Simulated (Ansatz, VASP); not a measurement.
**One calculation of WS2, two programs**

```
W S
1.0
     3.18822    0.00000    0.00000
    -1.59411    2.76108    0.00000
     0.00000    0.00000   14.04432
W S
2 4
Direct
  0.33333 0.66667 0.25000
  0.66667 0.33333 0.75000
  0.33333 0.66667 0.63814
  0.66667 0.33333 0.13814
  0.33333 0.66667 0.86186
  0.66667 0.33333 0.36186
```

Alike in both runs: task relaxation of cell and atoms; functional PBE; k mesh 12 × 12 × 2; occupations gaussian, width 0.02 eV; no spin polarisation.

```csv
,VASP,Ansatz
version,VASP 6.6.1,Ansatz 0.2.0
potentials or method,"VASP PAW PBE potentials, release 64 (W_sv, S), cutoff 600 eV","scalar-relativistic, plane waves, PAW"
valence electrons in the cell,52,52
```

```csv
,VASP,Ansatz,Ansatz less VASP
"gap on the k mesh at the Fermi level, each at its own relaxed structure (eV)",1.60,1.62,+0.022
relaxed volume (Å³/atom),21.33,21.67,+0.343
relaxed cell length with the largest relative difference (Å),14.534,14.777,+0.2429
```

Neither program's run includes spin-orbit coupling.
